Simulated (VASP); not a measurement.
# Pt (C2/c) in VASP: notebook

Pt is run at these levels: BLYP; tasks: single point.

Program: VASP 6.6.1. These are calculated values, not measurements. Logs are shortened: lines on timing, memory, paths and dates and some standing lists are left out, and cuts for length are marked.

## 1. The cell of the first run

The typed cell holds 2 atoms: a = 3.870 Å, b = 3.870 Å, c = 3.765 Å, α = 90.01°, β = 90.01°, γ = 136.85°.

## 2. Single point, BLYP (19.28 Å³/atom)

Contents of INCAR:

```
AGGAC    = 1.0          
AGGAX    = 1.0          
ALDAC    = 0.0          
ALDAX    = 1.0          
ALGO     = Normal         # electronic algorithm
EDIFF    = 1E-6           # SCF threshold, eV
ENCUT    = 520            # plane-wave cutoff, eV
GGA      = B5             # functional
ISIF     = 2              # what is computed and relaxed
ISMEAR   = -1             # smearing method
LASPH    = T              # aspherical terms in the spheres
LCHARG   = T              # write CHGCAR
LELF     = T              # ELF
LREAL    = F              # projectors in reciprocal space
LVHAR    = T            
LWAVE    = F              # write WAVECAR
NBANDS   = 17             # bands
NELM     = 100            # most SCF steps
PREC     = Accurate       # precision mode
SIGMA    = 0.1            # smearing width, eV
```

Contents of KPOINTS:

```
k-points
0
Gamma
  14 14 10
```

Contents of POSCAR:

```
Pt
1.0
   -2.3561410724      2.7329696982      1.3976066326
    2.7329696982     -2.3561410724      1.3976066326
    2.6150531777      2.6150531777     -0.7074443143
Pt
2
Direct
    0.0134122132      0.9865877868      1.0000000000
    0.7365877868      0.2634122132      0.5000000000
```

Potentials or basis: VASP PAW PBE potentials, release 64 (Pt).

The run is started by

```bash
> cat potpaw_PBE.64/Pt/POTCAR > POTCAR
> mpirun -np 1 vasp_std > vasp.out
```

OUTCAR:

```text
EDIFF = 1E-6
   ENCUT = 520
   GGA = B5
   ISIF = 2
   ISMEAR = -1
   LASPH = T
   LREAL = F
   NELM = 100
   PREC = Accurate

 ion  position               nearest neighbor table
   1  0.013  0.987  0.000-   2 2.74   2 2.74   2 2.85   2 2.85   2 2.86   2 2.86
   2  0.737  0.263  0.500-   1 2.74   1 2.74   1 2.85   1 2.85   1 2.86   1 2.86

  LATTYP: Found a base centered monoclinic cell.
 ALAT       =     2.8455608980
 B/A-ratio  =     2.5292340351
 C/A-ratio  =     1.3232188955
 COS(beta)  =    -0.0006163618

  Lattice vectors:

 A1 = (  -2.3561410724,   2.7329696982,   1.3976066326)
 A2 = (   2.7329696982,  -2.3561410724,   1.3976066326)
 A3 = (   2.6150531777,   2.6150531777,  -0.7074443143)

Analysis of symmetry for initial positions (statically):
=====================================================================
 Subroutine PRICEL returns:
 Original cell was already a primitive cell.

 Routine SETGRP: Setting up the symmetry group for a
 base centered monoclinic supercell.

 Subroutine GETGRP returns: Found  4 space group operations
 (whereof  2 operations were pure point group operations)
 out of a pool of  4 trial point group operations.

The static configuration has the point symmetry C_2 .
 The point group associated with its full space group is C_2h.

Analysis of symmetry for dynamics (positions and initial velocities):
=====================================================================
 Subroutine PRICEL returns:
 Original cell was already a primitive cell.

 Routine SETGRP: Setting up the symmetry group for a
 base centered monoclinic supercell.

 Subroutine GETGRP returns: Found  4 space group operations
 (whereof  2 operations were pure point group operations)
 out of a pool of  4 trial point group operations.

The dynamic configuration has the point symmetry C_2 .
 The point group associated with its full space group is C_2h.

 Subroutine INISYM returns: Found  4 space group operations
 (whereof  2 operations are pure point group operations),
 and found     1 'primitive' translations

----------------------------------------------------------------------------------------

                                     Primitive cell

  volume of cell :      38.5562

  direct lattice vectors                    reciprocal lattice vectors
    -2.356141072  2.732969698  1.397606633    -0.051560496  0.144937487  0.345166105
     2.732969698 -2.356141072  1.397606633     0.144937487 -0.051560496  0.345166105
     2.615053178  2.615053178 -0.707444314     0.184472898  0.184472898 -0.049738365

  length of vectors
     3.869603135  3.869603135  3.765299949     0.377895488  0.377895488  0.265583142

  position of ions in fractional coordinates (direct lattice)
     0.013412213  0.986587787  1.000000000
     0.736587787  0.263412213  0.500000000

  ion indices of the primitive-cell ions
   primitive index   ion index
                 1           1
                 2           2

----------------------------------------------------------------------------------------

 KPOINTS: k-points

Automatic generation of k-mesh.
 Grid dimensions read from file:
 generate k-points for:   14   14   10

 Generating k-lattice:

  Cartesian coordinates                     Fractional coordinates (reciprocal lattice)
    -0.003682893  0.010352678  0.024654722     0.071428571  0.000000000  0.000000000
     0.010352678 -0.003682893  0.024654722     0.000000000  0.071428571  0.000000000
     0.018447290  0.018447290 -0.004973836     0.000000000  0.000000000  0.100000000

  Length of vectors
     0.026992535  0.026992535  0.026558314

  Shift w.r.t. Gamma in fractional coordinates (k-lattice)
     0.000000000  0.000000000  0.000000000

 Subroutine IBZKPT returns following result:
 ===========================================

 Found    534 irreducible k-points:

 Following reciprocal coordinates:
            Coordinates               Weight
  0.000000  0.000000  0.000000      1.000000
  0.071429  0.000000  0.000000      4.000000
  0.142857  0.000000 -0.000000      4.000000
  0.214286  0.000000 -0.000000      4.000000
  0.285714  0.000000  0.000000      4.000000
  0.357143  0.000000  0.000000      4.000000
[... 16 lines left out ...]
  0.214286  0.142857  0.000000      4.000000
  0.285714  0.142857  0.000000      4.000000
 [... further k-points ...]
   k-points           NKPTS =    534   k-points in BZ     NKDIM =    534   number of bands    NBANDS=     17
   number of dos      NEDOS =    301   number of ions     NIONS =      2
   total plane-waves  NPLWV =  25200
   dimension x,y,z NGX =    30 NGY =   30 NGZ =   28
   dimension x,y,z NGXF=    60 NGYF=   60 NGZF=   56
   ions per type =               2
   NGX,Y,Z   is equivalent  to a cutoff of  12.89, 12.89, 12.36 a.u.
   NGXF,Y,Z  is equivalent  to a cutoff of  25.78, 25.78, 24.73 a.u.
 SYSTEM =  unknown system
   PREC   = accura    normal or accurate (medium, high low for compatibility)
[... 103 lines left out ...]
      3       3.5884      2.00000
      4       4.3010      2.00000
      5       5.0547      2.00000
      6       5.2500      2.00000
[... 9 lines left out ...]
     16      21.9249      0.00000
     17      22.7367      0.00000

 k-point     5 :       0.2857    0.0000    0.0000
  band No.  band energies     occupation
      1       1.9138      2.00000
      2       3.4386      2.00000
      3       3.6205      2.00000
      4       4.6992      2.00000
      5       4.7055      2.00000
      6       5.0620      2.00000
[... 9 lines left out ...]
     16      21.2710      0.00000
     17      23.0894      0.00000

 k-point     6 :       0.3571    0.0000    0.0000
  band No.  band energies     occupation
      1       2.4967      2.00000
      2       3.3922      2.00000
      3       3.6251      2.00000
      4       4.2501      2.00000
      5       4.9640      2.00000
      6       5.3898      2.00000
[... 9 lines left out ...]
     16      20.4340      0.00000
     17      24.0805      0.00000

 k-point     7 :       0.4286    0.0000   -0.0000
  band No.  band energies     occupation
      1       2.8078      2.00000
      2       3.2678      2.00000
      3       3.6380      2.00000
      4       3.9276      2.00000
      5       5.2743      2.00000
      6       5.9362      2.00000
[... 9 lines left out ...]
     16      19.6161      0.00000
     17      23.9115      0.00000

 k-point     8 :       0.5000    0.0000    0.0000
  band No.  band energies     occupation
      1       2.8940      2.00000
      2       3.2093      2.00000
      3       3.6821      2.00000
      4       3.7732      2.00000
      5       5.4357      2.00000
      6       6.3021      2.00000
[... 9 lines left out ...]
     16      19.4725      0.00000
     17      23.7538      0.00000
[... 203 lines left out ...]
      1       0.8003      2.00000
      2       3.2225      2.00000
      3       3.6167      2.00000
      4       3.7136      2.00000
      5       4.8180      2.00000
      6       5.5817      2.00000
[... 9 lines left out ...]
     16      22.6748      0.00000
     17      23.5905      0.00000

 k-point    20 :      -0.1429    0.0714    0.0000
  band No.  band energies     occupation
      1       0.3250      2.00000
      2       3.0367      2.00000
      3       3.4298      2.00000
      4       3.5389      2.00000
      5       4.4631      2.00000
      6       6.0328      2.00000
[... 9 lines left out ...]
     16      22.7584      0.00000
     17      23.5853      0.00000

 k-point    21 :      -0.0714    0.0714    0.0000
  band No.  band energies     occupation
      1       0.1110      2.00000
      2       2.9380      2.00000
      3       3.3470      2.00000
      4       3.4884      2.00000
      5       4.3250      2.00000
      6       6.2238      2.00000
[... 9 lines left out ...]
     16      23.5858      0.00000
     17      23.6366      0.00000

 k-point    22 :       0.1429    0.1429    0.0000
  band No.  band energies     occupation
      1       1.7067      2.00000
      2       3.4492      2.00000
      3       3.5013      2.00000
      4       4.6515      2.00000
      5       4.9319      2.00000
      6       5.1606      2.00000
[... 9 lines left out ...]
     16      19.9752      0.00000
     17      21.8420      0.00000

 k-point    23 :       0.2143    0.1429    0.0000
  band No.  band energies     occupation
      1       2.3279      2.00000
      2       3.4286      2.00000
      3       3.5762      2.00000
      4       4.4234      2.00000
      5       4.8084      2.00000
      6       5.1034      2.00000
[... 9 lines left out ...]
     16      20.1782      0.00000
     17      21.7764      0.00000

 k-point    24 :       0.2857    0.1429    0.0000
  band No.  band energies     occupation
      1       2.7345      2.00000
      2       3.3596      2.00000
      3       3.5374      2.00000
      4       4.4990      2.00000
      5       4.5625      2.00000
      6       5.3083      2.00000
[... 9 lines left out ...]
     16      20.2423      0.00000
     17      22.5697      0.00000

 [... further k-points ...]

------------------------ aborting loop because EDIFF is reached ----------------------------------------

  FORCE on cell =-STRESS in cart. coord.  units (eV):
  Direction    XX          YY          ZZ          XY          YZ          ZX
  --------------------------------------------------------------------------------------
  -------------------------------------------------------------------------------------
  Total       -2.4901212     -2.4901212     -2.5230531     -0.0964586      0.0115625      0.0115616
  in kB     -103.4753200   -103.4753200   -104.8437855     -4.0082722      0.4804707      0.4804339
  external PRESSURE =    -103.9314751 kB  Pullay stress =       0.0000000 kB

 VOLUME and BASIS-vectors are now :
 -----------------------------------------------------------------------------
  energy-cutoff  :      520.00
  volume of cell :       38.56
      direct lattice vectors                 reciprocal lattice vectors
    -2.356141072  2.732969698  1.397606633    -0.051560496  0.144937487  0.345166105
     2.732969698 -2.356141072  1.397606633     0.144937487 -0.051560496  0.345166105
     2.615053178  2.615053178 -0.707444314     0.184472898  0.184472898 -0.049738365

 POSITION                                       TOTAL-FORCE (eV/Angst)
 -----------------------------------------------------------------------------------
      2.66471     -2.28788      1.39761        -0.010876      0.010876     -0.000000
      0.29192      2.69996      1.04388         0.010876     -0.010876      0.000000
 -----------------------------------------------------------------------------------
    total drift:                               -0.000000     -0.000000      0.000000

  FREE ENERGIE OF THE ION-ELECTRON SYSTEM (eV)
  ---------------------------------------------------
  free  energy   TOTEN  =        -9.8742221950 eV

  energy  without entropy=       -9.7828315760  energy(sigma->0) =       -9.82852689
```

Run time: 6.5 min. Hardware: 1 thread of Oxide Virtual Turin-like, shared host; peak memory 0.37 GiB.

Results:

```
Free energy            : -9.8742 eV
Pressure               : -10.4 GPa
Largest force          : 0.015 eV/Å
Band gap on the k mesh : zero (bands 10 and 11 overlap by 1.00 eV)
```

Forces in eV/Å, atoms in the order of the input:
```
Pt  -0.011  0.011  0.000
Pt   0.011 -0.011  0.000
```

Stress tensor (GPa, compression positive):
```
-10.35  -0.40   0.05
 -0.40 -10.35   0.05
  0.05   0.05 -10.48
```

Levels at points of the mesh, in eV from the Fermi level:
```
           k point  band 7  band 8  band 9  band 10  band 11  band 12  band 13  band 14
(0.00, 0.00, 0.00)   -1.44   -1.24   -0.71    -0.21     0.72     4.58     5.88     8.67
(0.50, 0.00, 0.00)   -1.54   -1.46   -0.86     0.24     1.72     2.85     5.62    10.11
(0.50, 0.50, 0.00)   -2.18   -1.89   -1.50    -0.73    -0.13     0.02    10.46    11.46
(0.00, 0.00, 0.50)   -2.01   -2.01   -1.44    -1.44     0.19     0.19    10.91    10.91
(0.50, 0.00, 0.50)   -1.44   -1.44   -0.11    -0.11     2.92     2.93     6.16     6.17
(0.50, 0.50, 0.50)   -1.55   -1.55   -0.79    -0.79     0.12     0.12     3.73     3.73
```

Caveat: the cell stands under tension; the PAW data sets were made with another functional, which shifts forces and pressure a little; spin-orbit coupling is left out, which moves the levels of the heavy elements.

## 3. Single point, BLYP (19.99 Å³/atom)

This run uses another cell than the first one, of 19.99 Å³/atom.

Contents of INCAR:

```
SYSTEM = Pt
AGGAC = 1.0
AGGAX = 1.0
ALDAC = 0.0
ALDAX = 1.0
ALGO = Normal
EDIFF = 1E-7
ENCUT = 520
GGA = B5
ISIF = 2
ISMEAR = -1
LASPH = .True.
LCHARG = .False.
LREAL = .False.
LWAVE = .False.
NBANDS = 17
NELM = 100
PREC = Accurate
SIGMA = 0.1
```

Contents of KPOINTS:

```
k-points
0
Gamma
  14 14 10
  0 0 0
```

Contents of POSCAR:

```
Pt
1.0
   -2.3848773322      2.7663018820      1.4146522958
    2.7663018820     -2.3848773322      1.4146522958
    2.6469472134      2.6469472134     -0.7160725344
Pt
2
Direct
    0.0134122132      0.9865877868      1.0000000000
    0.7365877868      0.2634122132      0.5000000000
```

Potentials or basis: VASP PAW PBE potentials, release 64 (Pt).

The run is started by

```bash
> cat potpaw_PBE.64/Pt/POTCAR > POTCAR
> mpirun -np 1 vasp_std > vasp.out
```

Wall time 8 min (1 thread of Oxide Virtual Turin-like, shared host); peak memory 0.38 GiB.

It converged, with:

```
Free energy            : -9.7653 eV
Pressure               : -14.1 GPa
Largest force          : 0.016 eV/Å
Band gap on the k mesh : zero (bands 10 and 11 overlap by 0.94 eV)
```

Forces in eV/Å, atoms in the order of the input:
```
Pt  -0.011  0.011  0.000
Pt   0.011 -0.011  0.000
```

Stress tensor (GPa, compression positive):
```
-13.97  -0.56   0.05
 -0.56 -13.97   0.05
  0.05   0.05 -14.22
```

Levels at points of the mesh, in eV from the Fermi level:
```csv
k point,band 7,band 8,band 9,band 10,band 11,band 12,band 13,band 14
"(0.00, 0.00, 0.00)",-1.36,-1.16,-0.67,-0.20,0.68,4.58,5.84,8.30
"(0.50, 0.00, 0.00)",-1.45,-1.33,-0.80,0.23,1.67,2.72,5.56,9.75
"(0.50, 0.50, 0.00)",-2.06,-1.78,-1.42,-0.69,-0.13,0.01,10.22,11.24
"(0.00, 0.00, 0.50)",-1.89,-1.89,-1.35,-1.35,0.17,0.17,10.69,10.69
"(0.50, 0.00, 0.50)",-1.36,-1.35,-0.09,-0.09,2.90,2.90,5.93,5.94
"(0.50, 0.50, 0.50)",-1.46,-1.46,-0.74,-0.74,0.27,0.27,3.56,3.56
```

Caveat: the cell stands under tension; the PAW data sets were made with another functional, which shifts forces and pressure a little; spin-orbit coupling is left out, which moves the levels of the heavy elements.

## 4. Single point, BLYP

This run uses another cell than the first one, of 17.85 Å³/atom.

Contents of INCAR:

```
PREC     = Accurate       # precision mode
ENCUT    = 520            # plane-wave cutoff, eV
EDIFF    = 1E-6           # SCF threshold, eV
ISMEAR   = -1             # smearing method
SIGMA    = 0.1            # smearing width, eV
LREAL    = F              # projectors in reciprocal space
LASPH    = T              # aspherical terms in the spheres
NELM     = 80             # most SCF steps
ALGO     = Normal         # electronic algorithm
ISIF     = 2              # what is computed and relaxed
LWAVE    = F              # write WAVECAR
LCHARG   = F              # write CHGCAR
GGA      = B5             # functional
ALDAX    = 1.0          
AGGAX    = 1.0          
AGGAC    = 1.0          
ALDAC    = 0.0          
ISYM     = 0            
NBANDS   = 17             # bands
```

Contents of KPOINTS:

```
Automatic mesh
0
Gamma
  13 13 9
```

Contents of POSCAR:

```
Pt
1.0
   -2.2964660965      2.6637506252      1.3622088616
    2.6637506252     -2.2964660965      1.3622088616
    2.5488206260      2.5488206260     -0.6895265747
Pt
2
Direct
    0.0134122132      0.9865877868      1.0000000000
    0.7365877868      0.2634122132      0.5000000000
```

The run is started by

```bash
> cat potpaw_PBE.64/Pt/POTCAR > POTCAR
> mpirun -np 1 vasp_std > vasp.out
```

Wall time 9.7 min (1 thread of Oxide Virtual Turin-like, shared host); peak memory 0.43 GiB.

Results (log left out):

| Item | Value |
| --- | --- |
| Free energy | -9.9618 eV |
| Pressure | 0.8 GPa |
| Band gap on the k mesh | zero (bands 10 and 11 overlap by 1.25 eV) |

Forces on the atoms (eV/Å):
```
Pt  -0.002  0.002  0.000
Pt   0.002 -0.002  0.000
```

Stress tensor (GPa, compression positive):
```
0.76 0.06 0.02
0.06 0.76 0.02
0.02 0.02 0.88
```

Levels at points of the mesh, in eV from the Fermi level:
| k point | band 7 | band 8 | band 9 | band 10 | band 11 | band 12 | band 13 | band 14 |
| --- | --- | --- | --- | --- | --- | --- | --- | --- |
| (0.00, 0.00, 0.00) | -1.64 | -1.42 | -0.81 | -0.24 | 0.82 | 4.58 | 5.97 | 9.49 |

Caveat: the PAW data sets were made with another functional, which shifts forces and pressure a little; spin-orbit coupling is left out, which moves the levels of the heavy elements.

## 5. Summary

```csv
cell,k mesh,gap on the mesh (eV),pressure (GPa),largest force (eV/Å)
"a = 3.870, b = 3.870, c = 3.765 Å, angles 90.0, 90.0, 136.9°, 2 atoms",14 × 14 × 10,none,-10.4,0.02
"a = 3.917, b = 3.917, c = 3.811 Å, angles 90.0, 90.0, 136.9°, 2 atoms",14 × 14 × 10,none,-14.1,0.02
"a = 3.772, b = 3.772, c = 3.670 Å, angles 90.0, 90.0, 136.9°, 2 atoms",13 × 13 × 9,none,0.8,-
```

Alike in all rows: task single point; level BLYP; potentials or basis VASP PAW PBE potentials, release 64 (Pt); no spin polarisation; cutoff (eV) 520; smearing fermi-dirac 0.1 eV.

Caveats: the PAW data sets were made with another functional, which shifts forces and pressure a little; spin-orbit coupling is left out, which moves the levels of the heavy elements; the cell stands under tension (at least some runs).

Total energies depend on the potentials used, so only differences within one code and one set of settings carry meaning.
